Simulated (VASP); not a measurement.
# Mg (P6_3/mmc) in VASP: a series of runs

The runs below take Mg through single point, with LDA, PBE.

All numbers are computed with VASP 6.6.1; they aren't measurements. Logs are shortened: lines on timing, memory, paths and dates and some standing lists are left out, and cuts for length are marked.

## Step 1: The cell of the first run

Symmetry: P6_3/mmc, No. 194, hexagonal system. The conventional cell has a = 3.188 Å, b = 3.188 Å, c = 5.175 Å, α = 90.00°, β = 90.00°, γ = 120.00°. Mg (site symmetry -6m2) has 12 Mg at 3.18 to 3.19 Å within 4.2 Å.

## Step 2: Single point, LDA

The input, INCAR:

```
SYSTEM = Mg
  PREC = Accurate
  ENCUT = 520
  EDIFF = 1E-7
  ISMEAR = -1
  SIGMA = 0.05
  LREAL = .FALSE.
  LASPH = .TRUE.
  NELM = 60
  ALGO = Normal
  ISIF = 2
  LWAVE = .FALSE.
  LCHARG = .FALSE.
  NBANDS = 9
```

The input, KPOINTS:

```
Automatic mesh
0
G
  10 10 5
  0 0 0
```

The input, POSCAR:

```
Mg
1.0
    3.1877604248      0.0000000000      0.0000000000
   -1.5938802124      2.7606815091      0.0000000000
    0.0000000000      0.0000000000      5.1753304900
Mg
2
Direct
    0.6666666667      0.3333333333      0.7500000000
    0.3333333333      0.6666666667      0.2500000000
```

Potentials or basis: VASP PAW LDA potentials, release 64 (Mg).

On the command line:

```sh
$ cat potpaw_LDA.64/Mg/POTCAR > POTCAR
$ mpirun -np 1 vasp_std > vasp.out
```

OUTCAR:

```text
SYSTEM = Mg
   PREC = Accurate
   ENCUT = 520
   EDIFF = 1E-7
   ISMEAR = -1
   LREAL = .FALSE.
   LASPH = .TRUE.
   NELM = 60
   ISIF = 2

 ion  position               nearest neighbor table
   1  0.667  0.333  0.750-   2 3.18   2 3.18   2 3.18   2 3.18   2 3.18   2 3.18
   2  0.333  0.667  0.250-   1 3.18   1 3.18   1 3.18   1 3.18   1 3.18   1 3.18

  LATTYP: Found a hexagonal cell.
 ALAT       =     3.1877604248
 C/A-ratio  =     1.6235004518

  Lattice vectors:

 A1 = (   3.1877604248,   0.0000000000,   0.0000000000)
 A2 = (  -1.5938802124,   2.7606815091,   0.0000000000)
 A3 = (   0.0000000000,   0.0000000000,   5.1753304900)

Analysis of symmetry for initial positions (statically):
=====================================================================
 Subroutine PRICEL returns:
 Original cell was already a primitive cell.

 Routine SETGRP: Setting up the symmetry group for a
 hexagonal supercell.

 Subroutine GETGRP returns: Found 24 space group operations
 (whereof 12 operations were pure point group operations)
 out of a pool of 24 trial point group operations.

The static configuration has the point symmetry D_3d.
 The point group associated with its full space group is D_6h.

Analysis of symmetry for dynamics (positions and initial velocities):
=====================================================================
 Subroutine PRICEL returns:
 Original cell was already a primitive cell.

 Routine SETGRP: Setting up the symmetry group for a
 hexagonal supercell.

 Subroutine GETGRP returns: Found 24 space group operations
 (whereof 12 operations were pure point group operations)
 out of a pool of 24 trial point group operations.

The dynamic configuration has the point symmetry D_3d.
 The point group associated with its full space group is D_6h.

 Subroutine INISYM returns: Found 24 space group operations
 (whereof 12 operations are pure point group operations),
 and found     1 'primitive' translations

----------------------------------------------------------------------------------------

                                     Primitive cell

  volume of cell :      45.5449

  direct lattice vectors                    reciprocal lattice vectors
     3.187760425  0.000000000  0.000000000     0.313699860  0.181114699  0.000000000
    -1.593880212  2.760681509  0.000000000     0.000000000  0.362229398  0.000000000
     0.000000000  0.000000000  5.175330490     0.000000000  0.000000000  0.193224375

  length of vectors
     3.187760425  3.187760425  5.175330490     0.362229398  0.362229398  0.193224375

  position of ions in fractional coordinates (direct lattice)
     0.666666667  0.333333333  0.750000000
     0.333333333  0.666666667  0.250000000

  ion indices of the primitive-cell ions
   primitive index   ion index
                 1           1
                 2           2

----------------------------------------------------------------------------------------

 KPOINTS: Automatic mesh

Automatic generation of k-mesh.
 Grid dimensions read from file:
 generate k-points for:   10   10    5

 Generating k-lattice:

  Cartesian coordinates                     Fractional coordinates (reciprocal lattice)
     0.031369986  0.018111470  0.000000000     0.100000000  0.000000000  0.000000000
     0.000000000  0.036222940  0.000000000     0.000000000  0.100000000  0.000000000
     0.000000000  0.000000000  0.038644875     0.000000000  0.000000000  0.200000000

  Length of vectors
     0.036222940  0.036222940  0.038644875

  Shift w.r.t. Gamma in fractional coordinates (k-lattice)
     0.000000000  0.000000000  0.000000000

 Subroutine IBZKPT returns following result:
 ===========================================

 Found     42 irreducible k-points:

 Following reciprocal coordinates:
            Coordinates               Weight
  0.000000  0.000000  0.000000      1.000000
  0.100000  0.000000  0.000000      6.000000
  0.200000  0.000000  0.000000      6.000000
  0.300000  0.000000  0.000000      6.000000
  0.400000  0.000000  0.000000      6.000000
  0.500000  0.000000  0.000000      3.000000
[... 16 lines left out ...]
  0.300000  0.100000  0.200000     24.000000
  0.400000  0.100000  0.200000     24.000000
 [... further k-points ...]
   k-points           NKPTS =     42   k-points in BZ     NKDIM =     42   number of bands    NBANDS=      9
   number of dos      NEDOS =    301   number of ions     NIONS =      2
   total plane-waves  NPLWV =  23040
   dimension x,y,z NGX =    24 NGY =   24 NGZ =   40
   dimension x,y,z NGXF=    48 NGYF=   48 NGZF=   80
   ions per type =               2
   NGX,Y,Z   is equivalent  to a cutoff of  12.52, 12.52, 12.85 a.u.
   NGXF,Y,Z  is equivalent  to a cutoff of  25.03, 25.03, 25.70 a.u.
 SYSTEM =  Mg
   PREC   = accura    normal or accurate (medium, high low for compatibility)
   ISTART =      0    job   : 0-new  1-cont  2-samecut
   ICHARG =      2    charge: 1-file 2-atom 10-const
   ISPIN  =      1    spin polarized calculation?
   LNONCOLLINEAR =      F non collinear calculations
   LSORBIT =      F    spin-orbit coupling
   LASPH  =      T    aspherical Exc in radial PAW
   ENCUT  =  520.0 eV  38.22 Ry    6.18 a.u.   5.93  5.93  9.62*2*pi/ulx,y,z
   NELM   =     60;   NELMIN=  2; NELMDL= -5     # of ELM steps
   EDIFF  = 0.1E-06   stopping-criterion for ELM
   LREAL  =      F    real-space projection
   EDIFFG = 0.1E-05   stopping-criterion for IOM
   NSW    =      0    number of steps for IOM
   IBRION =     -1    ionic relax: 0-MD 1-quasi-New 2-CG
   NFREE  =      0    steps in history (QN), initial steepest desc. (CG)
   ISIF   =      2    stress and relaxation
   ISYM   =      2    0-nonsym 1-usesym 2-fastsym
   POTIM  = 0.5000    time-step for ionic-motion
   TEBEG  =    0.0;   TEEND  =   0.0 temperature during run
   PSTRESS=    0.0 pullay stress
   NELECT =       4.0000    total number of electrons
   NUPDOWN=      -1.0000    fix difference up-down
   EMIN   =  10.00;   EMAX   =-10.00  energy-range for DOS
   EFERMI =   0.00;   METHOD = LEGACY
   ISMEAR =    -1;   SIGMA  =   0.05  broadening in eV -4-tet -1-fermi 0-gaus
   EFERMI_NEDOS =   21; number of points for ismear=-14 and -15
   IALGO  =     38    algorithm
   IMIX   =      4    mixing-type and parameters
     AMIX     =   0.40;   BMIX     =  1.00
     AMIX_MAG =   1.60;   BMIX_MAG =  1.00
  volume/ion in A,a.u.               =      22.77       153.68
  Fermi-wavevector in a.u.,A,eV,Ry     =   0.727693  1.375140  7.204788  0.529537
  Thomas-Fermi vector in A             =   1.818980
   LORBIT       =      0    0 simple, 1 ext, 2 COOP (PROOUT), +10 PAW based schemes
   GGA     = CA    functional components
   LHFCALC =     F    Hartree Fock is set to
   AEXX    =    0.0000 exact exchange contribution
   IVDW    =     0    specifies the selected vdW correction
   LEPSILON=     F    determine dielectric tensor
   LRPA    =     F    only Hartree local field effects (RPA)
 non-spin polarized calculation
  energy-cutoff  :      520.00
  volume of cell :       45.54
 maximum number of plane-waves:      1244
 NGX is ok and might be reduce to    24
   NGX = 11   NGY = 11   NGZ = 19

 number of electron       4.0000000 magnetization

 Free energy of the ion-electron system (eV)
  ---------------------------------------------------
  ext. energy  EPLUGINS =         0.00000000
  ---------------------------------------------------
  free energy    TOTEN  =        -3.59694164 eV

  energy without entropy =       -3.58496707  energy(sigma->0) =       -3.59095435

 E-fermi :   2.5361     XC(G=0):  -8.7055

 val. band max:        2.4906125696   @ k =   0.3000   0.2000   0.2000
 cond. band min:       2.5366568341   @ k =   0.2000   0.1000   0.0000
 fundamental gap:      0.0460442645
 Fermi energy:         2.5361417323

 k-point     1 :       0.0000    0.0000    0.0000
  band No.  band energies     occupation
      1      -4.4426      2.00000
      2       0.8498      2.00000
      3       1.2339      2.00000
      4      13.4543      0.00000
      5      13.4543      0.00000
      6      13.5104      0.00000
      7      13.5104      0.00000
      8      14.3769      0.00000
      9      15.9588      0.00000

 k-point     2 :       0.1000    0.0000    0.0000
  band No.  band energies     occupation
      1      -4.2450      2.00000
      2       1.0298      2.00000
      3       1.4263      2.00000
      4      10.6575      0.00000
      5      11.9969      0.00000
      6      12.8416      0.00000
      7      15.2096      0.00000
      8      15.2340      0.00000
      9      15.3746      0.00000

 k-point     3 :       0.2000    0.0000    0.0000
  band No.  band energies     occupation
      1      -3.6549      2.00000
      2       1.5703      2.00000
      3       1.9927      1.99996
      4       7.6834      0.00000
      5      10.8414      0.00000
      6      11.3667      0.00000
      7      12.4392      0.00000
      8      13.5190      0.00000
      9      15.4385      0.00000

 k-point     4 :       0.3000    0.0000    0.0000
  band No.  band energies     occupation
      1      -2.6796      2.00000
      2       2.4721      1.56496
      3       2.8570      0.00326
      4       5.0511      0.00000
      5       9.6915      0.00000
      6       9.7444      0.00000
      7      10.0186      0.00000
      8      11.8725      0.00000
      9      14.5087      0.00000

 k-point     5 :       0.4000    0.0000    0.0000
  band No.  band energies     occupation
      1      -1.3313      2.00000
      2       2.3433      1.95861
      3       3.7346      0.00000
      4       4.4546      0.00000
      5       7.3905      0.00000
      6       7.8078      0.00000
      7       9.5263      0.00000
      8      10.9932      0.00000
      9      13.9459      0.00000

 k-point     6 :       0.5000    0.0000    0.0000
  band No.  band energies     occupation
      1       0.3582      2.00000
      2       0.3806      2.00000
      3       5.1781      0.00000
      4       5.5813      0.00000
      5       5.7653      0.00000
      6       6.1897      0.00000
      7       9.3625      0.00000
      8      10.7259      0.00000
      9      13.7572      0.00000
[... 169 lines left out ...]
 k-point    21 :       0.1000    0.1000    0.2000
  band No.  band energies     occupation
      1      -3.6277      2.00000
      2      -0.3393      2.00000
      3       3.9152      0.00000
      4       9.3085      0.00000
      5       9.5885      0.00000
      6      12.2131      0.00000
      7      12.5181      0.00000
      8      13.2370      0.00000
      9      15.0360      0.00000

 k-point    22 :       0.2000    0.1000    0.2000
  band No.  band energies     occupation
      1      -2.8468      2.00000
      2       0.4115      2.00000
      3       4.5780      0.00000
      4       6.6542      0.00000
      5       8.3280      0.00000
      6       9.7872      0.00000
      7      11.4200      0.00000
      8      13.3946      0.00000
      9      13.6350      0.00000

 k-point    23 :       0.3000    0.1000    0.2000
  band No.  band energies     occupation
      1      -1.6878      2.00000
      2       1.5105      2.00000
      3       3.9400      0.00000
      4       5.7922      0.00000
      5       6.9017      0.00000
      6       8.0590      0.00000
      7      10.6163      0.00000
      8      11.4909      0.00000
      9      13.3312      0.00000

 k-point    24 :       0.4000    0.1000    0.2000
  band No.  band energies     occupation
      1      -0.1671      2.00000
      2       1.6553      2.00000
      3       3.1096      0.00002
      4       4.8606      0.00000
      5       6.8249      0.00000
      6       7.7898      0.00000
      7       9.2790      0.00000
      8      10.5831      0.00000
      9      13.0274      0.00000

 [... further k-points ...]

------------------------ aborting loop because EDIFF is reached ----------------------------------------

  FORCE on cell =-STRESS in cart. coord.  units (eV):
  Direction    XX          YY          ZZ          XY          YZ          ZX
  --------------------------------------------------------------------------------------
  -------------------------------------------------------------------------------------
  Total       -0.7190468     -0.7190468     -0.3561840      0.0000000      0.0000000      0.0000000
  in kB      -25.2945907    -25.2945907    -12.5298233      0.0000000      0.0000000      0.0000000
  external PRESSURE =     -21.0396682 kB  Pullay stress =       0.0000000 kB

 VOLUME and BASIS-vectors are now :
 -----------------------------------------------------------------------------
  energy-cutoff  :      520.00
  volume of cell :       45.54
      direct lattice vectors                 reciprocal lattice vectors
     3.187760425  0.000000000  0.000000000     0.313699860  0.181114699  0.000000000
    -1.593880212  2.760681509  0.000000000     0.000000000  0.362229398  0.000000000
     0.000000000  0.000000000  5.175330490     0.000000000  0.000000000  0.193224375

 POSITION                                       TOTAL-FORCE (eV/Angst)
 -----------------------------------------------------------------------------------
      1.59388      0.92023      3.88150         0.000000      0.000000      0.000000
     -0.00000      1.84045      1.29383        -0.000000     -0.000000      0.000000
 -----------------------------------------------------------------------------------
    total drift:                                0.000000     -0.000000      0.000000

  FREE ENERGIE OF THE ION-ELECTRON SYSTEM (eV)
  ---------------------------------------------------
  free  energy   TOTEN  =        -3.5969416360 eV

  energy  without entropy=       -3.5849670740  energy(sigma->0) =       -3.59095435
```

Run time: 3.8 s. Hardware: 1 thread of Intel Xeon 6975P-C (Granite Rapids), shared host; peak memory 0.14 GiB.

What came out:

```
Free energy            : -3.5969 eV
Pressure               : -2.1 GPa
Band gap on the k mesh : zero (band 2 reaches 3.19 eV, above the bottom of band 3 at 1.23 eV)
```

Levels at points of the mesh, in eV from the Fermi level:
```tsv
k point	band 1	band 2	band 3	band 4	band 5	band 6	band 7
(0.00, 0.00, 0.00)	-6.98	-1.69	-1.30	10.92	10.92	10.97	10.97
(0.50, 0.00, 0.00)	-2.18	-2.16	2.64	3.05	3.23	3.65	6.83
```

(Continued in part 2 of 2.)
